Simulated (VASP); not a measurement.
**SiC: single point with r2SCAN+D3(BJ)**

Crystal: SiC.

```
Si C
1.0
     0.00000    2.17900    2.17900
     2.17900    0.00000    2.17900
     2.17900    2.17900    0.00000
Si C
1 1
Direct
  0.00000 0.00000 0.00000
  0.75000 0.75000 0.75000
```

| Quantity | Value |
| --- | --- |
| Program | VASP 6.6.1 |
| Task | single point |
| Functional | r2SCAN |
| Dispersion | D3(BJ) |
| Potentials or basis | VASP PAW PBE potentials, release 64 (Si, C) |
| Cutoff | 660 eV |
| k mesh | 10 × 10 × 10 |
| Occupations | fermi-dirac, width 0.05 eV |
| Spin | no spin polarisation |

| Item | Value |
| --- | --- |
| Pressure | -2.9 GPa |
| Band gap on the k mesh | 1.73 eV (least direct gap 5.06 eV) |
| Dispersion energy per atom | -0.141 eV |

Levels at points of the mesh, in eV from the valence-band top:
```
           k point  band 2  band 3  band 4  band 5  band 6  band 7
(0.00, 0.00, 0.00)    0.00    0.00    0.00    6.83    7.85    7.85
(0.50, 0.00, 0.00)   -8.82   -1.11   -1.11    5.99    7.75    7.75
(0.50, 0.50, 0.00)   -8.05   -3.33   -3.33    1.73    4.82   15.13
```

Run time: 65 s on 1 thread of AMD EPYC 7R43 64-Core Processor (Zen 3) (shared host), peak memory 0.14 GiB.

Caveat: the PAW data sets were made with another functional, which shifts forces and pressure a little. r2SCAN opens gaps a little over a GGA but as a rule still falls short of measured ones.
